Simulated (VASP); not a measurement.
Input of a VASP 6.6.1 run:

Contents of INCAR:

```
SYSTEM = Tl
PREC     = Accurate       ! precision mode
ENCUT    = 520            ! plane-wave cutoff, eV
EDIFF    = 1E-7           ! SCF threshold, eV
ISMEAR   = -1             ! smearing method
SIGMA    = 0.1            ! smearing width, eV
LREAL    = .False.        ! projectors in reciprocal space
LASPH    = .True.         ! aspherical terms in the spheres
NELM     = 60             ! most SCF steps
ALGO     = Normal         ! electronic algorithm
ISIF     = 2              ! what is computed and relaxed
LWAVE    = .False.        ! write WAVECAR
LCHARG   = .False.        ! write CHGCAR
GGA      = PS             ! functional
NBANDS   = 12             ! bands
```

Contents of KPOINTS:

```
Automatic mesh
0
Gamma
  11 11 11
  0 0 0
```

The input POSCAR:

```
Tl
1.0
    3.2603072201      0.0000000000      0.0000000000
    0.0000000000      3.2603072201      0.0000000000
    0.0000000000      0.0000000000      3.2603072201
Tl
1
Direct
    0.0000000000      0.0000000000      0.0000000000
```

Potentials or basis: VASP PAW PBE potentials, release 64 (Tl_d).

The run is started by

```console
$ cat potpaw_PBE.64/Tl_d/POTCAR > POTCAR
$ mpirun -np 1 vasp_std > vasp.out
```

Q: Estimate the pressure.

A: -2.5 GPa.

Q: Predict the band gap on the k mesh.

A: Zero (an odd number of electrons rules out a gap without spin polarisation).

Caveat: the PAW data sets were made with another functional, which shifts forces and pressure a little; spin-orbit coupling is left out, which moves the levels of the heavy elements.
